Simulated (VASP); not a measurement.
# Pt: single point with PBE

Crystal: Pt.

```
Pt
1.0
     2.63445    0.00000    0.00000
     0.00000    2.63445    0.00000
     0.00000    0.00000    2.61412
Pt
1
Direct
  0.00000 0.00000 0.00000
```

The cell was built from a structure type or drawn by symmetry, and may not be a known phase.

```json
{
 "Program": "VASP 6.6.1",
 "Task": "single point",
 "Functional": "PBE",
 "Potentials or basis": "VASP PAW PBE potentials, release 64 (Pt)",
 "Cutoff": "520 eV",
 "k mesh": "6 × 6 × 8",
 "Occupations": "gaussian, width 0.1 eV",
 "Spin": "no spin polarisation",
 "Dipole correction": "no",
 "Further INCAR settings": "ALGO = Fast; EDIFF = 1e-06; NBANDS = 11"
}
```

```
Pressure               : -0.5 GPa
Band gap on the k mesh : zero (bands 5 and 6 overlap by 2.82 eV)
```

Stress tensor (GPa, compression positive):
```
-0.54  0.00  0.00
 0.00 -0.54  0.00
 0.00  0.00 -0.29
```

Levels at points of the mesh, in eV from the Fermi level:
```tsv
k point	band 2	band 3	band 4	band 5	band 6	band 7	band 8	band 9
(0.00, 0.00, 0.00)	-5.54	-5.37	0.38	0.38	0.41	15.15	15.15	15.50
(0.50, 0.00, 0.00)	-4.93	-1.67	-1.67	-0.34	0.58	4.47	16.65	19.66
(0.50, 0.50, 0.00)	-4.64	-1.29	-1.29	2.01	4.54	4.54	9.41	13.43
(0.00, 0.00, 0.50)	-4.77	-1.81	-1.81	-0.33	0.63	4.59	16.54	19.48
(0.50, 0.00, 0.50)	-4.34	-1.43	-1.27	2.00	4.55	4.71	9.58	13.46
(0.50, 0.50, 0.50)	-4.69	-4.52	2.13	2.16	9.96	10.12	10.14	10.14
```

Wall time 10 s on 1 thread of AMD EPYC 7R13, with other jobs on the host, peak memory 0.1 GiB.

Caveat: the k points lie up to 0.40 Å⁻¹ apart, too coarse for converged energies and pressures of a metal; spin-orbit coupling is left out, which moves the levels of the heavy elements.
